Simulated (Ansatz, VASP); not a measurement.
**Two plane-wave programs on CuO**

```
CELL_PARAMETERS angstrom
2.55255 0.00000 0.00000
0.00000 2.55255 0.00000
0.00000 0.00000 2.55255
ATOMIC_POSITIONS crystal
Cu 0.00000 0.00000 0.00000
O 0.50000 0.50000 0.50000
```

Alike in both runs: task relaxation of cell and atoms; functional PBE; k mesh 10 × 10 × 10; occupations fermi-dirac, width 0.05 eV; no spin polarisation; Hubbard terms Cu d U = 5.0 eV.

|  | VASP | Ansatz |
| --- | --- | --- |
| version | VASP 6.6.1 | Ansatz 0.2.0 |
| potentials or method | VASP PAW PBE potentials, release 64 (Cu, O) | Ansatz PAW |
| plane-wave cutoff (eV) | 600 | 420 |
| valence electrons in the cell | 17 | 25 |

|  | VASP | Ansatz | Ansatz less VASP |
| --- | --- | --- | --- |
| gap on the k mesh at the Fermi level, each at its own relaxed structure (eV) | none | none | - |
| relaxed volume (Å³/atom) | 9.00 | 9.37 | +0.368 |
| relaxed length of the cell vector where the two differ most in proportion (Å) | 2.621 | 2.656 | +0.0352 |

The programs project onto different local orbitals, so the same U acts differently, and such runs can settle in different states. A gap of «none» marks a metal or a gap that the smearing closes. VASP's potentials hold 17 valence electrons a cell and Ansatz's 25, so a difference there can come from the potentials and not from the codes.

Noted on Ansatz's run: the plane-wave basis is chosen anew once the cell has moved, so the energies of steps on either side of that aren't comparable.
